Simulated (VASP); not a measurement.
Runs of VASP 6.6.1 on Co. The structure is that of space group P6_3/mmc (No. 194), or close to it. The cells are those of the table. 

| task | spin | cell | k mesh | cutoff (eV) | gap on the mesh (eV) | pressure (GPa) | moment (μB) |
| --- | --- | --- | --- | --- | --- | --- | --- |
| single point | collinear, ferromagnetic start | a = 2.578, b = 2.578, c = 4.162 Å, angles 90.0, 90.0, 120.0°, 2 atoms | 23 × 23 × 13 | 520 | none | -12.9 | 3.37 |
| single point | collinear, ferromagnetic start | a = 2.609, b = 2.609, c = 4.212 Å, angles 90.0, 90.0, 120.0°, 2 atoms | 23 × 23 × 13 | 520 | none | -17.2 | 3.42 |
| single point | collinear, ferromagnetic start | a = 2.407, b = 2.407, c = 3.887 Å, angles 90.0, 90.0, 120.0°, 2 atoms | 23 × 23 × 13 | 520 | none | 33.2 | 3.07 |
| single point | collinear, antiferromagnetic start | a = 2.512, b = 2.512, c = 4.056 Å, angles 90.0, 90.0, 120.0°, 2 atoms | 14 × 14 × 8 | 520 | none | -5.6 | (a) |
| single point | collinear, ferromagnetic start | a = 2.478, b = 2.478, c = 4.001 Å, angles 90.0, 90.0, 120.0°, 2 atoms | 23 × 23 × 13 | 520 | none | 7.9 | 3.17 |
| single point | collinear, ferromagnetic start | a = 2.545, b = 2.545, c = 4.110 Å, angles 90.0, 90.0, 120.0°, 2 atoms | 23 × 23 × 13 | 520 | none | (b) | (c) |
| single point | collinear, ferromagnetic start | a = 2.443, b = 2.443, c = 3.945 Å, angles 90.0, 90.0, 120.0°, 2 atoms | 23 × 23 × 13 | 520 | none | 19.0 | 3.12 |
| relaxation of cell and atoms | collinear, ferromagnetic start | relaxed from a = 2.507, b = 2.507, c = 4.069 Å, angles 90.0, 90.0, 120.0°, 2 atoms | 14 × 14 × 8 | 600 | none | 0.0 | 3.23 |

Alike in all rows: level revPBE; potentials or basis VASP PAW PBE potentials, release 64 (Co); smearing fermi-dirac 0.05 eV.

Estimate the missing entries.

(a) 0.00; (b) -7.6; (c) 3.31.

Caveats: the PAW data sets were made with another functional, which shifts forces and pressure a little; the cell stands under tension (at least some runs); the cell stands under pressure (at least some runs).

A gap of «none» marks levels without a gap at the run's occupations.
